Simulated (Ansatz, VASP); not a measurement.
One calculation of AlN, two programs

```
Al N
1.0
     3.23096    0.00000    0.00000
    -1.61548    2.79809    0.00000
     0.00000    0.00000    5.17774
Al N
2 2
Cartesian
  0.0000 1.8654 -0.0148
  1.6155 0.9327 2.5740
  0.0000 1.8654 1.9565
  1.6155 0.9327 4.5454
```

Change from the starting cell: hydrostatic strain +4.0%.

Alike in both runs: task single point; functional PBE; k mesh 12 × 12 × 6; occupations fermi-dirac, width 0.02 eV; no spin polarisation.

|  | VASP | Ansatz |
| --- | --- | --- |
| version | VASP 6.6.1 | Ansatz 0.2.0 |
| potentials or method | VASP PAW PBE potentials, release 64 (Al, N) | plane waves, PAW |
| plane-wave cutoff (eV) | 520 | 420 |
| valence electrons in the cell | 16 | 16 |

Ansatz gave:

| Quantity | Value |
| --- | --- |
| gap on the k mesh at the Fermi level (eV) | 3.25 |
| pressure (GPa) | -15.2 |
| traceless stress, the component that is largest in VASP (GPa) | 0.90 |
| rms of the force components (eV/Å) | 0.006 |

Question: Which values does VASP return?

Answer: gap on the k mesh at the Fermi level (eV): 3.25; pressure (GPa): -15.4; traceless stress, the component that is largest in VASP (GPa): 0.93; rms of the force components (eV/Å): 0.005.

Atom by atom the forces differ by 0.000 eV/Å (rms over components).
